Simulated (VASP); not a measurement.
ScAs4:

```
Sc As
1.0
     2.62872   -2.69085    0.00000
     2.62872    2.69085    0.00000
     0.00000    0.00000    7.64271
Sc As
1 4
Direct
  0.00000 0.00000 0.00000
  0.50000 0.50000 0.83292
  0.50000 0.50000 0.16708
  0.27973 0.72027 0.50000
  0.72027 0.27973 0.50000
```

The cell was generated, and may not be a known phase.

```yaml
Program: VASP 6.6.1
Task: relaxation of cell and atoms
Functional: PBE
Potentials_or_basis: VASP PAW PBE potentials, release 64 (Sc_sv, As)
Cutoff: 500 eV
k_mesh: 10 × 10 × 6
Occupations: gaussian, width 0.1 eV
Spin: no spin polarisation
```

At the start: pressure 0.9 GPa; volume 21.62 Å³/atom.

Question: Where does the relaxation end?

Answer: Over 7 steps the energy falls by 5.2 meV/atom and the volume is 21.68 Å³/atom (+0.3 %); space group Cmmm (No. 65, to 0.1 Å) before and after.

The path:
| step | energy change (eV) | largest force (eV/Å) | pressure (GPa) | volume (Å³) |
| --- | --- | --- | --- | --- |
| 1 | 0.0000 | 0.5785 | 0.88 | 108.12 |
| 2 | -0.0181 | 0.0991 | -0.97 | 109.99 |
| 3 | -0.0210 | 0.0630 | -0.49 | 109.46 |
| 4 | -0.0244 | 0.0637 | -0.01 | 108.64 |
| 5 | -0.0245 | 0.0640 | 0.08 | 108.48 |
| 6 | -0.0256 | 0.0347 | 0.04 | 108.45 |
| 7 | -0.0260 | 0.0052 | -0.01 | 108.41 |

Final structure:
```
Sc As
1.0
     2.61433   -2.68187    0.00000
     2.61433    2.68187    0.00000
     0.00000    0.00000    7.73094
Sc As
1 4
Direct
  0.00000 0.00000 0.00000
  0.50000 0.50000 0.83343
  0.50000 0.50000 0.16657
  0.27280 0.72720 0.50000
  0.72720 0.27280 0.50000
```

Caveat: an odd number of electrons without spin polarisation forces a metal; a magnetic or distorted state may lie lower.
